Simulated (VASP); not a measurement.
# CO in VASP: further runs

CO is run at these levels: PBE+D3(BJ); tasks: single point.

Program: VASP 6.6.1. These are calculated values, not measurements. Logs are shortened: lines on timing, memory, paths and dates and some standing lists are left out, and cuts for length are marked.

### 1 The cell of the first run

The cell holds a disordered packing, 20 atoms: a = 7.742 Å, b = 7.742 Å, c = 7.742 Å, α = 90.00°, β = 90.00°, γ = 90.00°.

### 2 Single point, PBE+D3(BJ)

File INCAR:

```
PREC = Accurate
ENCUT = 520
EDIFF = 1E-7
ISMEAR = -1
SIGMA = 0.05
LREAL = Auto
LASPH = T
NELM = 60
ALGO = Normal
ISIF = 2
LWAVE = F
LCHARG = F
GGA = PE
IVDW = 12
NBANDS = 66
```

File KPOINTS:

```
Automatic mesh
0
Gamma
  1 1 1
```

File POSCAR:

```
CO
1.0
    7.7417530000      0.0000000000      0.0000000000
    0.0000000000      7.7417530000      0.0000000000
    0.0000000000      0.0000000000      7.7417530000
O C
10 10
Direct
    0.9758561195      0.2738581986      0.7545947359
    0.4076144397      0.8974243382      0.9836608492
    0.7781257951      0.6171228168      0.5932455407
    0.5858916669      0.5218336040      0.0437225564
    0.1926304102      0.9789853268      0.6102658562
    0.8728275219      0.1844416240      0.1464506425
    0.6719106384      1.0776915021      0.5072582939
    0.4536879703      0.3811279816      0.6649177208
    0.2819038641      0.2414101908      0.1139962209
    1.0246832357      0.6058250365      0.1998633893
    1.0487767825      0.3872244719      0.8123255097
    0.4796526272      0.8728622897      0.8583614297
    0.8352032944      0.7177027033      0.6837815271
    0.6103623372      0.5254123489      0.1886242053
    0.1019724545      0.9398014893      0.5018775026
    0.8035407129      0.0707011811      0.0846638874
    0.5730945769      1.0007300312      0.4309621616
    0.3843001687      0.4884720075      0.5926629049
    0.2657198793      0.2449496005      0.2597154825
    1.0494638045      0.7329243572      0.1307015833
```

Potentials or basis: VASP PAW PBE potentials, release 64 (O, C).

Launch:

```console
> cat potpaw_PBE.64/O/POTCAR potpaw_PBE.64/C/POTCAR > POTCAR
> mpirun -np 1 vasp_gam > vasp.out
```

OUTCAR:

```text
PREC = Accurate
   ENCUT = 520
   EDIFF = 1E-7
   ISMEAR = -1
   LREAL = Auto
   LASPH = T
   NELM = 60
   ISIF = 2
   GGA = PE
   IVDW = 12
 IVDW          = 12

 ion  position               nearest neighbor table
   1  0.976  0.274  0.755-  11 1.14
   2  0.408  0.897  0.984-  12 1.13
   3  0.778  0.617  0.593-  13 1.14
   4  0.586  0.522  0.044-  14 1.14
   5  0.193  0.979  0.610-  15 1.14
   6  0.873  0.184  0.146-  16 1.14
[... 12 lines left out ...]
  19  0.266  0.245  0.260-   9 1.14
  20  0.049  0.733  0.131-  10 1.14

  LATTYP: Found a simple cubic cell.
 ALAT       =     7.7417530000

  Lattice vectors:

 A1 = (   7.7417530000,   0.0000000000,   0.0000000000)
 A2 = (   0.0000000000,   7.7417530000,   0.0000000000)
 A3 = (   0.0000000000,   0.0000000000,   7.7417530000)

Analysis of symmetry for initial positions (statically):
=====================================================================
 Subroutine PRICEL returns:
 Original cell was already a primitive cell.

 Routine SETGRP: Setting up the symmetry group for a
 simple cubic supercell.

 Subroutine GETGRP returns: Found  1 space group operations
 (whereof  1 operations were pure point group operations)
 out of a pool of 48 trial point group operations.

The static configuration has the point symmetry C_1 .

Analysis of symmetry for dynamics (positions and initial velocities):
=====================================================================
 Subroutine PRICEL returns:
 Original cell was already a primitive cell.

 Routine SETGRP: Setting up the symmetry group for a
 simple cubic supercell.

 Subroutine GETGRP returns: Found  1 space group operations
 (whereof  1 operations were pure point group operations)
 out of a pool of 48 trial point group operations.

The dynamic configuration has the point symmetry C_1 .

 Subroutine INISYM returns: Found  1 space group operations
 (whereof  1 operations are pure point group operations),
 and found     1 'primitive' translations

----------------------------------------------------------------------------------------

                                     Primitive cell

  volume of cell :     463.9999

  direct lattice vectors                    reciprocal lattice vectors
     7.741753000  0.000000000  0.000000000     0.129169711  0.000000000  0.000000000
     0.000000000  7.741753000  0.000000000     0.000000000  0.129169711  0.000000000
     0.000000000  0.000000000  7.741753000     0.000000000  0.000000000  0.129169711

  length of vectors
     7.741753000  7.741753000  7.741753000     0.129169711  0.129169711  0.129169711

  position of ions in fractional coordinates (direct lattice)
     0.975856120  0.273858199  0.754594736
     0.407614440  0.897424338  0.983660849
     0.778125795  0.617122817  0.593245541
     0.585891667  0.521833604  0.043722556
     0.192630410  0.978985327  0.610265856
     0.872827522  0.184441624  0.146450642
[... 12 lines left out ...]
     0.265719879  0.244949601  0.259715482
     0.049463805  0.732924357  0.130701583

  ion indices of the primitive-cell ions
   primitive index   ion index
                 1           1
                 2           2
                 3           3
                 4           4
                 5           5
                 6           6
[... 12 lines left out ...]
                19          19
                20          20

----------------------------------------------------------------------------------------

 KPOINTS: Automatic mesh

Automatic generation of k-mesh.
 Grid dimensions read from file:
 generate k-points for:    1    1    1

 Generating k-lattice:

  Cartesian coordinates                     Fractional coordinates (reciprocal lattice)
     0.129169711  0.000000000  0.000000000     1.000000000  0.000000000  0.000000000
     0.000000000  0.129169711  0.000000000     0.000000000  1.000000000  0.000000000
     0.000000000  0.000000000  0.129169711     0.000000000  0.000000000  1.000000000

  Length of vectors
     0.129169711  0.129169711  0.129169711

  Shift w.r.t. Gamma in fractional coordinates (k-lattice)
     0.000000000  0.000000000  0.000000000

 Subroutine IBZKPT returns following result:
 ===========================================

 Found      1 irreducible k-points:

 Following reciprocal coordinates:
            Coordinates               Weight
  0.000000  0.000000  0.000000      1.000000
   k-points           NKPTS =      1   k-points in BZ     NKDIM =      1   number of bands    NBANDS=     66
   number of dos      NEDOS =    301   number of ions     NIONS =     20
   total plane-waves  NPLWV = 216000
   dimension x,y,z NGX =    60 NGY =   60 NGZ =   60
   dimension x,y,z NGXF=   120 NGYF=  120 NGZF=  120
   ions per type =              10  10
   NGX,Y,Z   is equivalent  to a cutoff of  12.88, 12.88, 12.88 a.u.
   NGXF,Y,Z  is equivalent  to a cutoff of  25.77, 25.77, 25.77 a.u.
 SYSTEM =  unknown system
   PREC   = accura    normal or accurate (medium, high low for compatibility)
   ISTART =      0    job   : 0-new  1-cont  2-samecut
   ICHARG =      2    charge: 1-file 2-atom 10-const
   ISPIN  =      1    spin polarized calculation?
   LNONCOLLINEAR =      F non collinear calculations
   LSORBIT =      F    spin-orbit coupling
   LASPH  =      T    aspherical Exc in radial PAW
   ENCUT  =  520.0 eV  38.22 Ry    6.18 a.u.  14.39 14.39 14.39*2*pi/ulx,y,z
   NELM   =     60;   NELMIN=  2; NELMDL= -5     # of ELM steps
   EDIFF  = 0.1E-06   stopping-criterion for ELM
   LREAL  =      T    real-space projection
   EDIFFG = 0.1E-05   stopping-criterion for IOM
   NSW    =      0    number of steps for IOM
   IBRION =     -1    ionic relax: 0-MD 1-quasi-New 2-CG
   NFREE  =      0    steps in history (QN), initial steepest desc. (CG)
   ISIF   =      2    stress and relaxation
   ISYM   =      2    0-nonsym 1-usesym 2-fastsym
   POTIM  = 0.5000    time-step for ionic-motion
   TEBEG  =    0.0;   TEEND  =   0.0 temperature during run
   PSTRESS=    0.0 pullay stress
   NELECT =     100.0000    total number of electrons
   NUPDOWN=      -1.0000    fix difference up-down
   EMIN   =  10.00;   EMAX   =-10.00  energy-range for DOS
   EFERMI =   0.00;   METHOD = LEGACY
   ISMEAR =    -1;   SIGMA  =   0.05  broadening in eV -4-tet -1-fermi 0-gaus
   EFERMI_NEDOS =   21; number of points for ismear=-14 and -15
   IALGO  =     38    algorithm
   IMIX   =      4    mixing-type and parameters
     AMIX     =   0.40;   BMIX     =  1.00
     AMIX_MAG =   1.60;   BMIX_MAG =  1.00
  volume/ion in A,a.u.               =      23.20       156.56
  Fermi-wavevector in a.u.,A,eV,Ry     =   0.981527  1.854817 13.107784  0.963395
  Thomas-Fermi vector in A             =   2.112540
   LORBIT       =      0    0 simple, 1 ext, 2 COOP (PROOUT), +10 PAW based schemes
   GGA     = PE    functional components
   LHFCALC =     F    Hartree Fock is set to
   AEXX    =    0.0000 exact exchange contribution
   IVDW    =    12    specifies the selected vdW correction
   LEPSILON=     F    determine dielectric tensor
   LRPA    =     F    only Hartree local field effects (RPA)
 non-spin polarized calculation
  energy-cutoff  :      520.00
  volume of cell :      464.00
 maximum number of plane-waves:      6267
 NGX is ok and might be reduce to    60
   NGX = 29   NGY = 29   NGZ = 29

 number of electron     100.0000009 magnetization

 Free energy of the ion-electron system (eV)
  ---------------------------------------------------
  ext. energy  EPLUGINS =         0.00000000
  ---------------------------------------------------
  free energy    TOTEN  =      -147.70970929 eV

  energy without entropy =     -147.70970929  energy(sigma->0) =     -147.70970929

 E-fermi :  -3.8608     XC(G=0):  -6.3302

 val. band max:       -5.1408168116   @ k =   0.0000   0.0000   0.0000
 cond. band min:       0.6522974627   @ k =   0.0000   0.0000   0.0000
 fundamental gap:      5.7931142743
 Fermi energy:        -3.8607608440

 k-point     1 :       0.0000    0.0000    0.0000
  band No.  band energies     occupation
      1     -26.0812      2.00000
      2     -26.0495      2.00000
      3     -26.0204      2.00000
      4     -26.0016      2.00000
      5     -25.9266      2.00000
      6     -25.8837      2.00000
[... 54 lines left out ...]
     61       1.4648      0.00000
     62       1.6078      0.00000
 [bands above 62 left out]

------------------------ aborting loop because EDIFF is reached ----------------------------------------

 Edisp (eV)   -1.17571

 E8    (eV) :    -0.3062

  FORCE on cell =-STRESS in cart. coord.  units (eV):
  Direction    XX          YY          ZZ          XY          YZ          ZX
  --------------------------------------------------------------------------------------
  -------------------------------------------------------------------------------------
  Total       2.68823     3.46199     4.49834     1.27801     0.60268     0.90945
  in kB       9.28239    11.95415    15.53263     4.41293     2.08105     3.14029
  external pressure =       12.26 kB  Pullay stress =        0.00 kB

 VOLUME and BASIS-vectors are now :
 -----------------------------------------------------------------------------
  energy-cutoff  :      520.00
  volume of cell :      464.00
      direct lattice vectors                 reciprocal lattice vectors
     7.741753000  0.000000000  0.000000000     0.129169711  0.000000000  0.000000000
     0.000000000  7.741753000  0.000000000     0.000000000  0.129169711  0.000000000
     0.000000000  0.000000000  7.741753000     0.000000000  0.000000000  0.129169711

 POSITION                                       TOTAL-FORCE (eV/Angst)
 -----------------------------------------------------------------------------------
      7.55484      2.12014      5.84189        -0.437854     -0.677067     -0.350624
      3.15565      6.94764      7.61526        -0.443249      0.145921      0.748298
      6.02406      4.77761      4.59276        -0.285944     -0.494420     -0.484340
      4.53583      4.03991      0.33849        -0.052525     -0.016903     -0.623617
      1.49130      7.57906      4.72453         0.530749      0.228799      0.618839
      6.75722      1.42790      1.13378         0.371891      0.591640      0.318119
[... 12 lines left out ...]
      2.05714      1.89634      2.01065        -0.085000      0.015166      0.840634
      0.38294      5.67412      1.01186         0.139861      0.717393     -0.389106
 -----------------------------------------------------------------------------------
    total drift:                               -0.011601      0.014042      0.008233

  FREE ENERGIE OF THE ION-ELECTRON SYSTEM (eV)
  ---------------------------------------------------
  free  energy   TOTEN  =      -148.8854155847 eV

  energy  without entropy=     -148.8854155847  energy(sigma->0) =     -148.88541558
```

It took 33 s on 1 thread of Intel Xeon 6975P-C (Granite Rapids), shared host; peak memory 0.43 GiB.

Results:

- Free energy: -148.8854 eV
- Pressure: 1.2 GPa
- Largest force: 0.883 eV/Å
- Dispersion energy per atom: -0.059 eV

Forces on the atoms (eV/Å):
```
O   -0.438 -0.677 -0.351
O   -0.443  0.146  0.748
O   -0.286 -0.494 -0.484
O   -0.053 -0.017 -0.624
O    0.531  0.229  0.619
O    0.372  0.592  0.318
O    0.579  0.457  0.462
O    0.376 -0.553  0.390
O    0.091 -0.008 -0.843
O   -0.134 -0.737  0.392
C    0.428  0.675  0.330
C    0.427 -0.157 -0.757
C    0.302  0.514  0.490
C    0.070  0.021  0.633
C   -0.524 -0.227 -0.611
C   -0.378 -0.619 -0.321
C   -0.593 -0.458 -0.460
C   -0.383  0.580 -0.383
C   -0.085  0.015  0.841
C    0.140  0.717 -0.389
```

Stress tensor (GPa, compression positive):
```
0.93 0.44 0.31
0.44 1.20 0.21
0.31 0.21 1.55
```

Levels at points of the mesh, in eV from the Fermi level:
```tsv
k point	band 46	band 47	band 48	band 49	band 50	band 51	band 52	band 53	band 54	band 55
(0.00, 0.00, 0.00)	-1.73	-1.56	-1.43	-1.37	-1.28	4.51	4.60	4.65	4.73	4.76
```

Caveat: the k points lie up to 0.81 Å⁻¹ apart, too coarse for converged energies, forces and pressures.

### 3 Single point, PBE+D3(BJ)

File INCAR:

```
SYSTEM = CO
PREC = Accurate
ENCUT = 520
EDIFF = 1E-6
ISMEAR = -1
SIGMA = 0.05
LREAL = Auto
LASPH = .True.
NELM = 80
ALGO = Normal
ISIF = 2
LWAVE = .False.
LCHARG = .True.
GGA = PE
IVDW = 12
LELF = .True.
LVHAR = .True.
NBANDS = 66
```

File KPOINTS:

```
Automatic mesh
0
Gamma
  1 1 1
  0 0 0
```

File POSCAR:

```
CO
1.0
    7.7417530000      0.0000000000      0.0000000000
    0.0000000000      7.7417530000      0.0000000000
    0.0000000000      0.0000000000      7.7417530000
O C
10 10
Direct
    0.9700903658      0.2454999533      0.7727190470
    0.4017436361      0.8655404015      0.9658535993
    0.8067940168      0.6622660268      0.5887426272
    0.5920622887      0.4673747664      0.0953530809
    0.1762520711      0.9890653964      0.6419734652
    0.8850321109      0.1515548223      0.1681402132
    0.6596697156      1.1180413532      0.4840505761
    0.4510347979      0.4237283210      0.5900214073
    0.2978266034      0.2278037029      0.0946684814
    1.0434587619      0.6196916900      0.1885490276
    1.0474242720      0.3644265065      0.8151771311
    0.5259919814      0.8573768758      0.8924852033
    0.8672971096      0.7439787862      0.6911612912
    0.6496978139      0.5925402167      0.1437788057
    0.1377207462      0.9310811130      0.5137079419
    0.7793325362      0.1096005000      0.0768559782
    0.5968286511      1.0114892583      0.4058770669
    0.3536925035      0.5240286018      0.5615911538
    0.2642166445      0.2043723172      0.2353084631
    1.0251941647      0.7592466461      0.1391932809
```

Potentials or basis: VASP PAW PBE potentials, release 64 (O, C).

Launch:

```console
> cat potpaw_PBE.64/O/POTCAR potpaw_PBE.64/C/POTCAR > POTCAR
> mpirun -np 1 vasp_gam > vasp.out
```

It took 38 s on 1 thread of Intel Xeon 6975P-C (Granite Rapids), shared host; peak memory 0.44 GiB.

It converged, with:

```yaml
Free_energy: -148.4687 eV
Pressure: 2.6 GPa
Largest_force: 5.085 eV/Å
Dispersion_energy_per_atom: -0.059 eV
```

Forces in eV/Å, atoms in the order of the input:
```
O    0.148  0.485  0.109
O   -2.613  0.221  1.550
O   -1.460 -1.937 -2.405
O   -0.556 -1.288 -0.501
O    0.661  0.605  1.258
O    1.246  0.559  0.976
O    0.506  0.807  0.713
O    3.448 -3.525  1.043
O    0.172  0.114 -0.967
O   -0.041  1.053 -0.398
C   -0.224 -0.287 -0.164
C    2.460 -0.196 -1.660
C    1.347  1.770  2.419
C    0.527  1.267  0.581
C   -0.381 -0.598 -1.346
C   -1.224 -0.496 -1.042
C   -0.610 -0.899 -0.514
C   -3.453  3.589 -1.024
C   -0.156 -0.099  0.981
C    0.203 -1.145  0.392
```

Stress tensor (GPa, compression positive):
```
 3.10 -0.10  0.46
-0.10  2.13  0.91
 0.46  0.91  2.44
```

Levels at points of the mesh, in eV from the Fermi level:
```tsv
k point	band 47	band 48	band 49	band 50	band 51	band 52	band 53	band 54
(0.00, 0.00, 0.00)	-1.71	-1.63	-1.34	-1.24	4.35	4.49	4.53	4.63
```

Caveat: the k points lie up to 0.81 Å⁻¹ apart, too coarse for converged energies, forces and pressures.

(Continued in part 2 of 2.)
